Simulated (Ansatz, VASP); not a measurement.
# Two plane-wave programs on Ag

INCAR

```
ALGO = Normal ; EDIFF = 1E-6
ENCUT = 520 ; GGA = CA
ISIF = 2 ; ISMEAR = -1
LASPH = True ; LCHARG = False
LREAL = False ; LWAVE = False
NBANDS = 18 ; NELM = 100
PREC = Accurate ; SIGMA = 0.1
```

KPOINTS

```
k-points
0
Gamma
  14 14 8
```

POSCAR

```
Ag
1.0
    2.8373805348      0.0000000000      0.0000000000
   -1.4186902674      2.4572436234      0.0000000000
    0.0000000000      0.0000000000      4.6082470229
Ag
2
Direct
    0.3333333333      0.6666666667      0.2500000000
    0.6666666667      0.3333333333      0.7500000000
```

Input for Ansatz:

```yaml
crystal:
  lattice:
    - [2.8373805348, 0.0, 0.0]
    - [-1.4186902674, 2.4572436234, 0.0]
    - [0.0, 0.0, 4.6082470229]
  atoms:
    - { symbol: Ag, position: [0.3333333333, 0.6666666667, 0.25] }
    - { symbol: Ag, position: [0.6666666667, 0.3333333333, 0.75] }
hamiltonian:
  xc: lda
  pseudopotentials:
    kind: paw
    azcp:
      Ag: "pseudopotentials/Ag.paw.azcp"
basis:
  ecutwfc: 420
  fft_grid_basis: typed
kpoints:
  mp_grid: { grid: [14, 14, 8], shift: [0, 0, 0] }
magnetization:
  spin_polarized: false
scf:
  occupations: { method: fermi_dirac, width: 0.1 }
  lower_state_search: "off"
output:
  stress: true
```

Alike in both runs: task single point; functional LDA; k mesh 14 × 14 × 8; occupations fermi-dirac, width 0.1 eV; no spin polarisation.

|  | VASP | Ansatz |
| --- | --- | --- |
| version | VASP 6.6.1 | Ansatz 0.2.0 |
| potentials or method | VASP PAW LDA potentials, release 64 (Ag), cutoff 520 eV | plane waves (420 eV) with PAW, scalar-relativistic |
| valence electrons in the cell | 22 | 38 |

```csv
,VASP,Ansatz,Ansatz less VASP
pressure (GPa),0.1,-0.1,-0.14
"traceless stress, the component that is largest in VASP (GPa)",0.58,0.60,+0.012
```

Ansatz warns that its potentials were made for another functional, while VASP's fit it. LDA's correlation is that of Perdew and Zunger in VASP and of Perdew and Wang (1992) in Ansatz. VASP's potentials hold 22 valence electrons a cell and Ansatz's 38, so a difference there can come from the potentials and not from the codes.
